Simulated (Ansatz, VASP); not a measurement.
## One calculation of WF, two programs

```
CELL_PARAMETERS angstrom
1.36589 0.78860 5.06960
-1.36589 0.78860 5.06960
0.00000 -1.57719 5.06960
ATOMIC_POSITIONS crystal
W 0.18588 0.18588 0.18588
F 0.06288 0.06288 0.06288
```

Alike in both runs: functional PBE; k mesh 24 × 24 × 24; occupations gaussian, width 0.1 eV; no spin polarisation.

Ansatz relaxed the structure, and its values are those at the end. VASP's run is a single point on that final structure, the one shown.

```csv
,VASP,Ansatz
version,VASP 6.6.1,Ansatz 0.2.0
potentials or method,"VASP PAW PBE potentials, release 64 (W_sv, F), cutoff 520 eV","scalar-relativistic, plane waves, PAW"
valence electrons in the cell,21,21
```

|  | VASP | Ansatz | Ansatz less VASP |
| --- | --- | --- | --- |
| gap on the k mesh at the Fermi level (eV) | none | none | - |
| pressure (GPa) | 1.2 | 0.0 | -1.21 |
| rms of the force components (eV/Å) | 0.231 | 0.000 | -0.2309 |

A gap of «none» marks a metal or a gap that the smearing closes.

Spin-orbit coupling is off throughout.
